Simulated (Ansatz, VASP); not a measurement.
**Au: VASP beside Ansatz**

```
CELL_PARAMETERS angstrom
2.74841 0.00000 0.00000
0.00000 2.74841 0.00000
0.00000 0.00000 2.74841
ATOMIC_POSITIONS crystal
Au 0.50000 0.50000 0.50000
```

Alike in both runs: task single point; functional PBE; k mesh 10 × 10 × 10; occupations gaussian, width 0.025 eV; no spin polarisation.

|  | VASP | Ansatz |
| --- | --- | --- |
| version | VASP 6.6.1 | Ansatz 0.2.0 |
| potentials or method | VASP PAW PBE potentials, release 64 (Au) | Ansatz PAW |
| plane-wave cutoff (eV) | 520 | 420 |
| valence electrons in the cell | 11 | 19 |

|  | VASP | Ansatz | Ansatz less VASP |
| --- | --- | --- | --- |
| gap on the k mesh at the Fermi level (eV) | none | none | - |
| pressure (GPa) | 0.1 | 0.2 | +0.19 |

A gap of «none» marks a metal or a gap that the smearing closes. VASP's potentials hold 11 valence electrons a cell and Ansatz's 19, so a difference there can come from the potentials and not from the codes.

Neither program's run includes spin-orbit coupling.
